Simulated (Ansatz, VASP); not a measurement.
## Two plane-wave programs on BiTe

INCAR

```
SYSTEM = BiTe
PREC = Accurate ; ENCUT = 520
EDIFF = 1E-7 ; ISMEAR = 0
SIGMA = 0.05 ; LREAL = .FALSE.
LASPH = .TRUE. ; NELM = 60
ALGO = Normal ; ISIF = 2
LWAVE = .FALSE. ; LCHARG = .TRUE.
GGA = B5 ; ALDAX = 1.0
AGGAX = 1.0 ; AGGAC = 1.0
ALDAC = 0.0 ; IVDW = 12
VDW_S6 = 1.0 ; VDW_S8 = 2.6996
VDW_A1 = 0.4298 ; VDW_A2 = 4.2359
LELF = .TRUE. ; LVHAR = .TRUE.
NBANDS = 18
```

The input KPOINTS:

```
Automatic mesh
0
G
  6 6 6
  0 0 0
```

Contents of POSCAR:

```
BiTe
1.0
    0.0000000000      3.2167226168      3.2167226168
    3.2167226168      0.0000000000      3.2167226168
    3.2167226168      3.2167226168      0.0000000000
Bi Te
1 1
Direct
    0.5000000000      0.5000000000      0.5000000000
    0.0000000000      0.0000000000      0.0000000000
```

Input for Ansatz:

```yaml
crystal:
  lattice:
    - [0.0, 3.2167226168, 3.2167226168]
    - [3.2167226168, 0.0, 3.2167226168]
    - [3.2167226168, 3.2167226168, 0.0]
  atoms:
    - { symbol: Bi, position: [0.5, 0.5, 0.5] }
    - { symbol: Te, position: [0.0, 0.0, 0.0] }
basis:
  ecutwfc: 420
  ecutrho_ratio: 4
kpoints:
  mp_grid: { grid: [6, 6, 6] }
hamiltonian:
  xc: blyp
  dispersion: d3bj
scf:
  occupations: { method: gaussian, width: 0.05 }
output:
  forces: true
  stress: true
  eigenvalues: true
```

Alike in both runs: task single point; functional BLYP; dispersion D3(BJ); k mesh 6 × 6 × 6; occupations gaussian, width 0.05 eV; no spin polarisation.

|  | VASP | Ansatz |
| --- | --- | --- |
| version | VASP 6.6.1 | Ansatz 0.2.0 |
| potentials or method | VASP PAW PBE potentials, release 64 (Bi_d, Te), cutoff 520 eV | scalar-relativistic, plane waves, PAW |
| valence electrons in the cell | 21 | 31 |

Ansatz gave:

* gap on the k mesh at the Fermi level (eV): none
* pressure (GPa): 0.0

**Question.** What did VASP give for the same quantities?

**Answer.** gap on the k mesh at the Fermi level (eV): none; pressure (GPa): 0.1.

VASP's potentials were made for PBE, not for BLYP. A gap of «none» marks a metal or a gap that the smearing closes. VASP's potentials hold 21 valence electrons a cell and Ansatz's 31, so a difference there can come from the potentials and not from the codes.

Neither program's run includes spin-orbit coupling.
